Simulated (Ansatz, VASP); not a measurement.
## One calculation of Zn, two programs

```
Zn
1.0
     4.40151    0.00000    0.00000
    -2.20075    3.81182    0.00000
     0.00000    0.00000    2.79407
Zn
3
Direct
  0.00000 0.00000 0.00000
  0.33333 0.66667 0.50000
  0.66667 0.33333 0.50000
```

Change from the starting cell: volume scaled by 1, crystal datasets.

Alike in both runs: task single point; functional PBE; k mesh 9 × 9 × 12; occupations fermi-dirac, width 0.1 eV; no spin polarisation.

|  | VASP | Ansatz |
| --- | --- | --- |
| version | VASP 6.6.1 | Ansatz 0.2.0 |
| potentials or method | VASP PAW PBE potentials, release 64 (Zn), cutoff 520 eV | all-electron PAW with datasets made for the crystal, scalar-relativistic |

```tsv
	VASP	Ansatz	Ansatz less VASP
pressure (GPa)	0.3	0.0	-0.32
```

Ansatz ran all-electron here, and VASP with PAW potentials.
